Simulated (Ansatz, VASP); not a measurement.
## MgO: VASP beside Ansatz

```xyz
2
Lattice="0.0000 2.1022 2.1022 2.1022 0.0000 2.1022 2.1022 2.1022 0.0000" Properties=species:S:1:pos:R:3 pbc="T T T"
Mg    0.0000    0.0000    0.0000
O     2.1022    2.1022    2.1022
```

Alike in both runs: functional r2SCAN; k mesh 20 × 20 × 20; occupations fermi-dirac, width 0.1 eV; no spin polarisation.

Ansatz relaxed the structure, and its values are those at the end. VASP's run is a single point on that final structure, the one shown.

|  | VASP | Ansatz |
| --- | --- | --- |
| version | VASP 6.6.1 | Ansatz 0.2.0 |
| potentials or method | VASP PAW PBE potentials, release 64 (Mg_sv, O) | PAW with Ansatz's default frozen-core files, scalar-relativistic |
| plane-wave cutoff (eV) | 660 | 500 |
| valence electrons in the cell | 16 | 16 |

|  | VASP | Ansatz | Ansatz less VASP |
| --- | --- | --- | --- |
| pressure (GPa) | -0.2 | 0.0 | +0.18 |

VASP's potentials were made for PBE, not for r2SCAN. With one functional, cell and mesh, what is left measures potentials, basis and numerics.
